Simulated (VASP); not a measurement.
# Ga (I4/mmm) in VASP: a series of runs

The runs below take Ga through electric field gradients, with PBEsol.

All numbers are computed with VASP 6.6.1; they aren't measurements. Logs are shortened: lines on timing, memory, paths and dates and some standing lists are left out, and cuts for length are marked.

## Step 1: The cell of the first run

It takes space group I4/mmm (No. 139, tetragonal). The conventional cell has a = 2.770 Å, b = 2.770 Å, c = 4.398 Å, α = 90.00°, β = 90.00°, γ = 90.00°. Within 3.7 Å of Ga (site symmetry 4/mmm) lie 12 Ga at 2.77 to 2.94 Å.

## Step 2: Electric field gradients, PBEsol (volume scaled by 0.96)

Input file INCAR:

```
PREC     = Accurate       # precision mode
ENCUT    = 520            # plane-wave cutoff, eV
EDIFF    = 1E-8           # SCF threshold, eV
ISMEAR   = -1             # smearing method
SIGMA    = 0.03           # smearing width, eV
LREAL    = F              # projectors in reciprocal space
LASPH    = T              # aspherical terms in the spheres
NELM     = 80             # most SCF steps
ALGO     = Normal         # electronic algorithm
ISIF     = 2              # what is computed and relaxed
LWAVE    = F              # write WAVECAR
LCHARG   = F              # write CHGCAR
GGA      = PS             # functional
LEFG     = T            
NBANDS   = 12             # bands
```

Input file KPOINTS:

```
regular mesh
0
Gamma
  16 16 16
```

Input file POSCAR:

```
Ga
1.0
   -1.3850247009      1.3850247009      2.1988746855
    1.3850247009     -1.3850247009      2.1988746855
    1.3850247009      1.3850247009     -2.1988746855
Ga
1
Direct
    0.0000000000      0.0000000000      0.0000000000
```

Potentials or basis: VASP PAW PBE potentials, release 64 (Ga_d).

Launch:

```bash
> cat potpaw_PBE.64/Ga_d/POTCAR > POTCAR
> mpirun -np 1 vasp_std > vasp.out
```

OUTCAR:

```text
PREC = Accurate
   ENCUT = 520
   EDIFF = 1E-8
   ISMEAR = -1
   LREAL = F
   LASPH = T
   NELM = 80
   ISIF = 2
   GGA = PS

 ion  position               nearest neighbor table
   1  0.000  0.000  0.000-

  LATTYP: Found a body centered tetragonal cell.
 ALAT       =     2.7700494018
 C/A-ratio  =     1.5876068377

  Lattice vectors:

 A1 = (  -1.3850247009,   1.3850247009,   2.1988746855)
 A2 = (   1.3850247009,  -1.3850247009,   2.1988746855)
 A3 = (   1.3850247009,   1.3850247009,  -2.1988746855)

Analysis of symmetry for initial positions (statically):
=====================================================================
 Subroutine PRICEL returns:
 Original cell was already a primitive cell.

 Routine SETGRP: Setting up the symmetry group for a
 body centered tetragonal supercell.

 Subroutine GETGRP returns: Found 16 space group operations
 (whereof 16 operations were pure point group operations)
 out of a pool of 16 trial point group operations.

The static configuration has the point symmetry D_4h.

Analysis of symmetry for dynamics (positions and initial velocities):
=====================================================================
 Subroutine PRICEL returns:
 Original cell was already a primitive cell.

 Routine SETGRP: Setting up the symmetry group for a
 body centered tetragonal supercell.

 Subroutine GETGRP returns: Found 16 space group operations
 (whereof 16 operations were pure point group operations)
 out of a pool of 16 trial point group operations.

The dynamic configuration has the point symmetry D_4h.

 Subroutine INISYM returns: Found 16 space group operations
 (whereof 16 operations are pure point group operations),
 and found     1 'primitive' translations

----------------------------------------------------------------------------------------

                                     Primitive cell

  volume of cell :      16.8723

  direct lattice vectors                    reciprocal lattice vectors
    -1.385024701  1.385024701  2.198874685     0.000000000  0.361004392  0.227389038
     1.385024701 -1.385024701  2.198874685     0.361004392  0.000000000  0.227389038
     1.385024701  1.385024701 -2.198874685     0.361004392  0.361004392  0.000000000

  length of vectors
     2.944764291  2.944764291  2.944764291     0.426649676  0.426649676  0.510537307

  position of ions in fractional coordinates (direct lattice)
     0.000000000  0.000000000  0.000000000

  ion indices of the primitive-cell ions
   primitive index   ion index
                 1           1

----------------------------------------------------------------------------------------

 KPOINTS: regular mesh

Automatic generation of k-mesh.
 Grid dimensions read from file:
 generate k-points for:   16   16   16

 Generating k-lattice:

  Cartesian coordinates                     Fractional coordinates (reciprocal lattice)
     0.000000000  0.022562774  0.014211815     0.062500000  0.000000000  0.000000000
     0.022562774  0.000000000  0.014211815     0.000000000  0.062500000  0.000000000
     0.022562774  0.022562774  0.000000000     0.000000000  0.000000000  0.062500000

  Length of vectors
     0.026665605  0.026665605  0.031908582

  Shift w.r.t. Gamma in fractional coordinates (k-lattice)
     0.000000000  0.000000000  0.000000000

 Subroutine IBZKPT returns following result:
 ===========================================

 Found    349 irreducible k-points:

 Following reciprocal coordinates:
            Coordinates               Weight
  0.000000  0.000000  0.000000      1.000000
  0.062500 -0.000000  0.000000      8.000000
  0.125000 -0.000000  0.000000      8.000000
  0.187500 -0.000000  0.000000      8.000000
  0.250000 -0.000000  0.000000      8.000000
  0.312500 -0.000000  0.000000      8.000000
[... 16 lines left out ...]
 -0.125000  0.062500 -0.000000     16.000000
 -0.062500  0.062500  0.000000      4.000000
 [... further k-points ...]
   k-points           NKPTS =    349   k-points in BZ     NKDIM =    349   number of bands    NBANDS=     12
   number of dos      NEDOS =    301   number of ions     NIONS =      1
   total plane-waves  NPLWV =  13824
   dimension x,y,z NGX =    24 NGY =   24 NGZ =   24
   dimension x,y,z NGXF=    48 NGYF=   48 NGZF=   48
   ions per type =               1
   NGX,Y,Z   is equivalent  to a cutoff of  13.55, 13.55, 13.55 a.u.
   NGXF,Y,Z  is equivalent  to a cutoff of  27.10, 27.10, 27.10 a.u.
 SYSTEM =  unknown system
   PREC   = accura    normal or accurate (medium, high low for compatibility)
   ISTART =      0    job   : 0-new  1-cont  2-samecut
   ICHARG =      2    charge: 1-file 2-atom 10-const
   ISPIN  =      1    spin polarized calculation?
   LNONCOLLINEAR =      F non collinear calculations
   LSORBIT =      F    spin-orbit coupling
   LASPH  =      T    aspherical Exc in radial PAW
   ENCUT  =  520.0 eV  38.22 Ry    6.18 a.u.   5.48  5.48  5.48*2*pi/ulx,y,z
   NELM   =     80;   NELMIN=  2; NELMDL= -5     # of ELM steps
   EDIFF  = 0.1E-07   stopping-criterion for ELM
   LREAL  =      F    real-space projection
   EDIFFG = 0.1E-06   stopping-criterion for IOM
   NSW    =      0    number of steps for IOM
   IBRION =     -1    ionic relax: 0-MD 1-quasi-New 2-CG
   NFREE  =      0    steps in history (QN), initial steepest desc. (CG)
   ISIF   =      2    stress and relaxation
   ISYM   =      2    0-nonsym 1-usesym 2-fastsym
   POTIM  = 0.5000    time-step for ionic-motion
   TEBEG  =    0.0;   TEEND  =   0.0 temperature during run
   PSTRESS=    0.0 pullay stress
   NELECT =      13.0000    total number of electrons
   NUPDOWN=      -1.0000    fix difference up-down
   EMIN   =  10.00;   EMAX   =-10.00  energy-range for DOS
   EFERMI =   0.00;   METHOD = LEGACY
   ISMEAR =    -1;   SIGMA  =   0.03  broadening in eV -4-tet -1-fermi 0-gaus
   EFERMI_NEDOS =   21; number of points for ismear=-14 and -15
   IALGO  =     38    algorithm
   IMIX   =      4    mixing-type and parameters
     AMIX     =   0.40;   BMIX     =  1.00
     AMIX_MAG =   1.60;   BMIX_MAG =  1.00
  volume/ion in A,a.u.               =      16.87       113.86
  Fermi-wavevector in a.u.,A,eV,Ry     =   1.500828  2.836153 30.646894  2.252483
  Thomas-Fermi vector in A             =   2.612277
   LORBIT       =      0    0 simple, 1 ext, 2 COOP (PROOUT), +10 PAW based schemes
   GGA     = PS    functional components
   LHFCALC =     F    Hartree Fock is set to
   AEXX    =    0.0000 exact exchange contribution
   IVDW    =     0    specifies the selected vdW correction
   LEPSILON=     F    determine dielectric tensor
   LRPA    =     F    only Hartree local field effects (RPA)
 non-spin polarized calculation
  energy-cutoff  :      520.00
  volume of cell :       16.87
 maximum number of plane-waves:       469
 NGX is ok and might be reduce to    24
   NGX = 11   NGY = 11   NGZ = 11

 number of electron      13.0000006 magnetization

 Free energy of the ion-electron system (eV)
  ---------------------------------------------------
  ext. energy  EPLUGINS =         0.00000000
  ---------------------------------------------------
  free energy    TOTEN  =        -3.32907283 eV

  energy without entropy =       -3.32825666  energy(sigma->0) =       -3.32866474

 E-fermi :   6.4806     XC(G=0): -11.7220

 val. band max:        6.4669256958   @ k =  -0.3125   0.5000   0.3125
 cond. band min:       6.5940244859   @ k =  -0.4375   0.4375   0.3125
 fundamental gap:      0.1270987900
 Fermi energy:         6.4806407367

 k-point     1 :       0.0000    0.0000    0.0000
  band No.  band energies     occupation
      1      -8.5616      2.00000
      2      -8.4153      2.00000
      3      -8.4153      2.00000
      4      -8.3881      2.00000
      5      -8.2336      2.00000
      6      -5.4577      2.00000
      7      19.9805      0.00000
      8      19.9805      0.00000
      9      20.0567      0.00000
     10      23.1616      0.00000
     11      23.3738      0.00000
     12      23.9894      0.00000
[... 331 lines left out ...]
 k-point    24 :      -0.0625    0.0625    0.0000
  band No.  band energies     occupation
      1      -8.5449      2.00000
      2      -8.4250      2.00000
      3      -8.4080      2.00000
      4      -8.3824      2.00000
      5      -8.2420      2.00000
      6      -5.3013      2.00000
      7      18.7576      0.00000
      8      19.0759      0.00000
      9      19.4533      0.00000
     10      21.4362      0.00000
     11      24.8419      0.00000
     12      24.8612      0.00000

 [... further k-points ...]

------------------------ aborting loop because EDIFF is reached ----------------------------------------

  FORCE on cell =-STRESS in cart. coord.  units (eV):
  Direction    XX          YY          ZZ          XY          YZ          ZX
  --------------------------------------------------------------------------------------
  -------------------------------------------------------------------------------------
  Total        0.4108039      0.4108039      0.2897396      0.0000000      0.0000000      0.0000000
  in kB       39.0094372     39.0094372     27.5133111      0.0000000      0.0000000      0.0000000
  external PRESSURE =      35.1773951 kB  Pullay stress =       0.0000000 kB

 VOLUME and BASIS-vectors are now :
 -----------------------------------------------------------------------------
  energy-cutoff  :      520.00
  volume of cell :       16.87
      direct lattice vectors                 reciprocal lattice vectors
    -1.385024701  1.385024701  2.198874685     0.000000000  0.361004392  0.227389038
     1.385024701 -1.385024701  2.198874685     0.361004392  0.000000000  0.227389038
     1.385024701  1.385024701 -2.198874685     0.361004392  0.361004392  0.000000000

 POSITION                                       TOTAL-FORCE (eV/Angst)
 -----------------------------------------------------------------------------------
      0.00000      0.00000      0.00000         0.000000      0.000000      0.000000
 -----------------------------------------------------------------------------------
    total drift:                                0.000000      0.000000      0.000000

  FREE ENERGIE OF THE ION-ELECTRON SYSTEM (eV)
  ---------------------------------------------------
  free  energy   TOTEN  =        -3.3290728275 eV

  energy  without entropy=       -3.3282566586  energy(sigma->0) =       -3.32866474

 Electric field gradients (V/A^2)
---------------------------------------------------------------------
 ion       V_xx      V_yy      V_zz      V_xy      V_xz      V_yz
---------------------------------------------------------------------
   1     -11.411   -11.411    22.823    -0.000    -0.001    -0.001
---------------------------------------------------------------------

 Electric field gradients after diagonalization (V/A^2)
 (convention: |V_zz| > |V_xx| > |V_yy|)
----------------------------------------------------------------------
 ion       V_xx      V_yy      V_zz     asymmetry (V_yy - V_xx)/ V_zz
----------------------------------------------------------------------
   1     -11.411   -11.411    22.823       0.000
----------------------------------------------------------------------

           NMR quadrupolar parameters

 Cq : quadrupolar parameter    Cq=e*Q*V_zz/h
 eta: asymmetry parameters     (V_yy - V_xx)/ V_zz
 Q  : nuclear electric quadrupole moment in mb (millibarn)
----------------------------------------------------------------------
 ion       Cq(MHz)       eta       Q (mb)
----------------------------------------------------------------------
   1       0.055       0.000       1.000
----------------------------------------------------------------------
```

Wall time 2.1 min (1 thread of AMD EPYC 7R13, shared host); peak memory 0.16 GiB.

What came out:

| Quantity | Value |
| --- | --- |
| Free energy | -3.3291 eV |
| Pressure | 3.5 GPa |

Stress tensor (GPa, compression positive):
```
3.90 0.00 0.00
0.00 3.90 0.00
0.00 0.00 2.75
```

Electric field gradients, principal values (V/Å²):
```
atom    least   middle  greatest (by size)
1 Ga  -11.411  -11.411              22.823
```

Caveat: without QUAD_EFG the Cq values of the log hold for a quadrupole moment of 1 mb, not for the nuclei; the PAW data sets were made with another functional, which shifts forces and pressure a little.

## Step 3: Electric field gradients, PBEsol (equal xx and yy strain of -1 %)

Input file INCAR:

```
  ALGO = Normal
  EDIFF = 1E-8
  ENCUT = 520
  GGA = PS
  ISIF = 2
  ISMEAR = -1
  LASPH = T
  LCHARG = F
  LEFG = T
  LREAL = F
  LWAVE = F
  NBANDS = 12
  NELM = 100
  PREC = Accurate
  SIGMA = 0.03
```

Input file KPOINTS:

```
k-points
0
Gamma
  16 16 16
```

Input file POSCAR:

```
Ga
1.0
   -1.3899600000      1.3899600000      2.2290000000
    1.3899600000     -1.3899600000      2.2290000000
    1.3899600000      1.3899600000     -2.2290000000
Ga
1
Direct
    0.0000000000      0.0000000000      0.0000000000
```

Potentials or basis: VASP PAW PBE potentials, release 64 (Ga_d).

Launch:

```bash
> cat potpaw_PBE.64/Ga_d/POTCAR > POTCAR
> mpirun -np 1 vasp_std > vasp.out
```

OUTCAR:

```text
EDIFF = 1E-8
   ENCUT = 520
   GGA = PS
   ISIF = 2
   ISMEAR = -1
   LASPH = T
   LREAL = F
   NELM = 100
   PREC = Accurate

 ion  position               nearest neighbor table
   1  0.000  0.000  0.000-

  LATTYP: Found a body centered tetragonal cell.
 ALAT       =     2.7799200000
 C/A-ratio  =     1.6036432703

  Lattice vectors:

 A1 = (  -1.3899600000,   1.3899600000,   2.2290000000)
[... 566 lines left out ...]
 -----------------------------------------------------------------------------------
    total drift:                               -0.000000      0.000000      0.000000

  FREE ENERGIE OF THE ION-ELECTRON SYSTEM (eV)
  ---------------------------------------------------
  free  energy   TOTEN  =        -3.3340689404 eV

  energy  without entropy=       -3.3333441691  energy(sigma->0) =       -3.33370655

 Electric field gradients (V/A^2)
---------------------------------------------------------------------
 ion       V_xx      V_yy      V_zz      V_xy      V_xz      V_yz
---------------------------------------------------------------------
   1     -12.564   -12.564    25.129    -0.001    -0.001    -0.001
---------------------------------------------------------------------

 Electric field gradients after diagonalization (V/A^2)
 (convention: |V_zz| > |V_xx| > |V_yy|)
----------------------------------------------------------------------
 ion       V_xx      V_yy      V_zz     asymmetry (V_yy - V_xx)/ V_zz
----------------------------------------------------------------------
   1     -12.566   -12.563    25.129       0.000
----------------------------------------------------------------------

           NMR quadrupolar parameters

 Cq : quadrupolar parameter    Cq=e*Q*V_zz/h
 eta: asymmetry parameters     (V_yy - V_xx)/ V_zz
 Q  : nuclear electric quadrupole moment in mb (millibarn)
----------------------------------------------------------------------
 ion       Cq(MHz)       eta       Q (mb)
----------------------------------------------------------------------
   1       0.061       0.000       1.000
----------------------------------------------------------------------
```

OSZICAR:

```text
N       E                     dE             d eps       ncg     rms          rms(c)
DAV:   1     0.427525861113E+02    0.42753E+02   -0.66631E+03  9132   0.193E+03
DAV:   2    -0.135939852943E+01   -0.44112E+02   -0.42376E+02  8896   0.264E+02
DAV:   3    -0.336719730693E+01   -0.20078E+01   -0.20032E+01  9592   0.451E+01
DAV:   4    -0.338270455491E+01   -0.15507E-01   -0.15505E-01  9752   0.419E+00
DAV:   5    -0.338286050066E+01   -0.15595E-03   -0.15594E-03  9936   0.405E-01    0.104E+00
DAV:   6    -0.334315541374E+01    0.39705E-01   -0.65716E-02 10492   0.550E+00    0.479E-01
DAV:   7    -0.333515416383E+01    0.80012E-02   -0.92639E-03 10716   0.175E+00    0.141E-01
DAV:   8    -0.333406677890E+01    0.10874E-02   -0.86979E-04 10756   0.534E-01    0.736E-03
DAV:   9    -0.333406837786E+01   -0.15990E-05   -0.75764E-06 10764   0.455E-02    0.346E-03
DAV:  10    -0.333406901031E+01   -0.63246E-06   -0.30718E-07  9728   0.878E-03    0.212E-04
DAV:  11    -0.333406896443E+01    0.45886E-07   -0.69453E-09  7320   0.138E-03    0.915E-05
DAV:  12    -0.333406894144E+01    0.22981E-07   -0.87125E-10  5800   0.383E-04    0.521E-06
DAV:  13    -0.333406894037E+01    0.10759E-08   -0.18150E-10  5216   0.187E-04
   1 F= -.33340689E+01 E0= -.33337066E+01  d E =-.724771E-03
```

Run time: 2.1 min. Hardware: 1 thread of AMD EPYC 7R13, shared host; peak memory 0.16 GiB.

What came out:

| Item | Value |
| --- | --- |
| Free energy | -3.3341 eV |
| Pressure | 2.1 GPa |

Electric field gradients, principal values (V/Å²):
```tsv
atom	least	middle	greatest (by size)
1 Ga	-12.563	-12.566	25.129
```

Caveat: the cell differs from its parent crystal (equal xx and yy strain of -1 %); without QUAD_EFG the Cq values of the log hold for a quadrupole moment of 1 mb, not for the nuclei; the PAW data sets were made with another functional, which shifts forces and pressure a little.

(Part 1 of 2 ends here.)
